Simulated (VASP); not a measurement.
Set up this calculation in VASP 6.6.1, as the native input.

```
Task                   : single point
Functional             : PBE
Potentials or basis    : VASP PAW PBE potentials, release 64 (Sn_d, Bi_d, O)
Cutoff                 : 520 eV
k mesh                 : 4 × 4 × 4
Occupations            : gaussian, width 0.15 eV
Spin                   : no spin polarisation
Dipole correction      : no
Further INCAR settings : ALGO = Normal; EDIFF = 1e-06; NBANDS = 47
```

The structure of SnBi2O5 lies in POSCAR:

```
SnBi2O5
1.0
   -1.8455380811      1.9879933012      8.5267883799
    1.8455380811     -1.9879933012      8.5267883799
    1.8455380811      1.9879933012     -8.5267883799
Sn Bi O
1 2 5
Direct
    0.0000000000      0.0000000000      0.0000000000
    0.6740185017      0.6740185017      0.0000000000
    0.3259814983      0.3259814983      0.0000000000
    0.1157082876      0.1157082876      0.0000000000
    0.8842917124      0.8842917124      0.0000000000
    0.5000000000      0.0000000000      0.5000000000
    0.7531240498      0.2531240498      0.5000000000
    0.2468759502      0.7468759502      0.5000000000
```

This cell differs from its parent crystal: atoms taken out.

The input as run:

INCAR

```
SYSTEM = SnBi2O5
ALGO     = Normal         ! electronic algorithm
EDIFF    = 1E-6           ! SCF threshold, eV
ENCUT    = 520            ! plane-wave cutoff, eV
GGA      = PE             ! functional
ISIF     = 2              ! what is computed and relaxed
ISMEAR   = 0              ! smearing method
LASPH    = .True.         ! aspherical terms in the spheres
LCHARG   = .False.        ! write CHGCAR
LREAL    = .False.        ! projectors in reciprocal space
LWAVE    = .False.        ! write WAVECAR
NBANDS   = 47             ! bands
NELM     = 100            ! most SCF steps
PREC     = Accurate       ! precision mode
SIGMA    = 0.15           ! smearing width, eV
```

KPOINTS

```
k-points
0
Gamma
  4 4 4
  0 0 0
```

Potentials or basis: VASP PAW PBE potentials, release 64 (Sn_d, Bi_d, O).

Launch:

```sh
$ cat potpaw_PBE.64/Sn_d/POTCAR potpaw_PBE.64/Bi_d/POTCAR potpaw_PBE.64/O/POTCAR > POTCAR
$ mpirun -np 1 vasp_std > vasp.out
```

Results of the run:

| Quantity | Value |
| --- | --- |
| Pressure | 0.2 GPa |
| Largest force | 0.080 eV/Å |
| Band gap on the k mesh | 0.74 eV (least direct gap 1.42 eV) |

Caveat: the k points lie up to 0.44 Å⁻¹ apart; the cell differs from its parent crystal (atoms taken out); spin-orbit coupling is left out, which moves the levels of the heavy elements.

Run time: 5.5 min on 1 thread of AMD EPYC 9R45 96-Core Processor (Zen 5), with other jobs on the host, peak memory 0.64 GiB.
